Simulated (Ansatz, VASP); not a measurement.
**Li: VASP beside Ansatz**

The input INCAR:

```
SYSTEM = Li
  PREC = Accurate
  ENCUT = 600
  EDIFF = 1E-7
  ISMEAR = 0
  SIGMA = 0.2
  LREAL = .FALSE.
  LASPH = .TRUE.
  NELM = 100
  ALGO = Fast
  ISIF = 3
  LWAVE = .FALSE.
  LCHARG = .FALSE.
  GGA = PE
  IBRION = 2
  NSW = 80
  EDIFFG = -0.025
```

File KPOINTS:

```
Automatic mesh
0
G
  8 4 4
  0 0 0
```

File POSCAR:

```
Li
1.0
   -1.5252673413      2.6541367794      0.0358751530
   -0.0302696832      0.0500602560      4.9221486347
    4.4664143925      2.5909818008     -0.0012580723
Li
4
Direct
    0.4910638933      0.2374431008      0.1622680545
    1.0082826588      0.2404573003      0.6825556720
    1.0153974698      0.7480035581      0.3311875811
    0.4852559781      0.7740960408      0.8239886924
```

Input for Ansatz:

```yaml
crystal:
  lattice:
    - [-1.5252673413, 2.6541367794, 0.035875153]
    - [-0.0302696832, 0.050060256, 4.9221486347]
    - [4.4664143925, 2.5909818008, -0.0012580723]
  atoms:
    - { symbol: Li, position: [0.4910638933, 0.2374431008, 0.1622680545] }
    - { symbol: Li, position: [1.0082826588, 0.2404573003, 0.682555672] }
    - { symbol: Li, position: [1.0153974698, 0.7480035581, 0.3311875811] }
    - { symbol: Li, position: [0.4852559781, 0.7740960408, 0.8239886924] }
basis:
  ecutwfc: 420
kpoints:
  mp_grid: { grid: [8, 4, 4] }
hamiltonian:
  xc: pbe
scf:
  occupations: { method: gaussian, width: 0.2 }
  lower_state_search: "off"
output:
  forces: true
  stress: true
  eigenvalues: true
relax:
  adjacent_minimum: "off"
  f_tol: 0.025
  max_steps: 60
  cell: { stress_tol: 0.25 }
```

Change from the starting cell: cell x2, atoms moved at random (sigma 0.05 Å) and cell strained at random (1.5 %), then relaxed without symmetry.

Alike in both runs: task relaxation of cell and atoms; functional PBE; k mesh 8 × 4 × 4; occupations gaussian, width 0.2 eV; no spin polarisation.

|  | VASP | Ansatz |
| --- | --- | --- |
| version | VASP 6.6.1 | Ansatz 0.2.0 |
| potentials or method | VASP PAW PBE potentials, release 64 (Li_sv), cutoff 600 eV | scalar-relativistic, plane waves, PAW |
| valence electrons in the cell | 12 | 12 |

```tsv
	VASP	Ansatz	Ansatz less VASP
gap on the k mesh at the Fermi level, each at its own relaxed structure (eV)	none	none	-
relaxed volume (Å³/atom)	20.11	20.30	+0.189
relaxed cell length with the largest relative difference (Å)	5.180	5.201	+0.0208
```

A gap of «none» marks a metal or a gap that the smearing closes.

Noted on VASP's run: the cutoff is short for stress, so the pressure is rough.
